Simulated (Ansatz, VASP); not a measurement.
One calculation of Cr, two programs

The input INCAR:

```
PREC     = Accurate       # precision mode
ENCUT    = 520            # plane-wave cutoff, eV
EDIFF    = 1E-6           # SCF threshold, eV
ISMEAR   = 0              # smearing method
SIGMA    = 0.1            # smearing width, eV
LREAL    = False          # projectors in reciprocal space
LASPH    = True           # aspherical terms in the spheres
NELM     = 150            # most SCF steps
ALGO     = Normal         # electronic algorithm
ISIF     = 2              # what is computed and relaxed
LWAVE    = False          # write WAVECAR
LCHARG   = True           # write CHGCAR
ISPIN    = 2              # spin polarisation
MAGMOM   = 3 3 3          # initial moments
LORBIT   = 11             # projections on sites
LMAXMIX  = 4              # l up to which the mixer works
GGA      = PE             # functional
LELF     = True           # ELF
LVHAR    = True         
NBANDS   = 29             # bands
```

Contents of KPOINTS:

```
regular mesh
0
Gamma
  6 6 6
```

The input POSCAR:

```
Cr
1.0
    4.1876233620      0.0000000000      0.0000000000
   -2.0938116810      3.6265882130      0.0000000000
    0.0000000000      0.0000000000      2.8255889699
Cr
3
Direct
    0.0000000000      0.0000000000      0.0000000000
    0.3333333300      0.6666666700      0.5000000000
    0.6666666700      0.3333333300      0.5000000000
```

Input for Ansatz:

```yaml
crystal:
  lattice:
    - [4.187623362, 0.0, 0.0]
    - [-2.093811681, 3.626588213, 0.0]
    - [0.0, 0.0, 2.8255889699]
  atoms:
    - { symbol: Cr, position: [0.0, 0.0, 0.0], spin: 3.0 }
    - { symbol: Cr, position: [0.33333333, 0.66666667, 0.5], spin: 3.0 }
    - { symbol: Cr, position: [0.66666667, 0.33333333, 0.5], spin: 3.0 }
basis:
  ecutwfc: 420
kpoints:
  mp_grid: { grid: [6, 6, 6] }
hamiltonian:
  xc: pbe
scf:
  occupations: { method: gaussian, width: 0.1 }
  lower_state_search: "off"
output:
  forces: true
  stress: true
  eigenvalues: true
  populations: true
magnetization:
  spin_polarized: true
```

Alike in both runs: task single point; functional PBE; k mesh 6 × 6 × 6; occupations gaussian, width 0.1 eV; collinear spin.

|  | VASP | Ansatz |
| --- | --- | --- |
| version | VASP 6.6.1 | Ansatz 0.2.0 |
| potentials or method | VASP PAW PBE potentials, release 64 (Cr_pv), cutoff 520 eV | scalar-relativistic, plane waves, PAW |
| valence electrons in the cell | 36 | 42 |

Ansatz gave:

```
gap on the k mesh at the Fermi level (eV)                     : none
pressure (GPa)                                                : -20.0
traceless stress, the component that is largest in VASP (GPa) : -3.28
net moment per atom (μB)                                      : 0.94
size of the moment on the site where the two differ most (μB) : 2.44
```

What did VASP give for the same quantities?

gap on the k mesh at the Fermi level (eV): none; pressure (GPa): -20.0; traceless stress, the component that is largest in VASP (GPa): -3.15; net moment per atom (μB): 0.95; size of the moment on the site where the two differ most (μB): 2.48.

Site moments also hang on the region over which each program counts them. A gap of «none» marks a metal or a gap that the smearing closes. With one functional, cell and mesh, what is left measures potentials, basis and numerics. VASP's potentials hold 36 valence electrons a cell and Ansatz's 42, so a difference there can come from the potentials and not from the codes.

The k mesh is coarse, so the values compare programs but aren't converged.
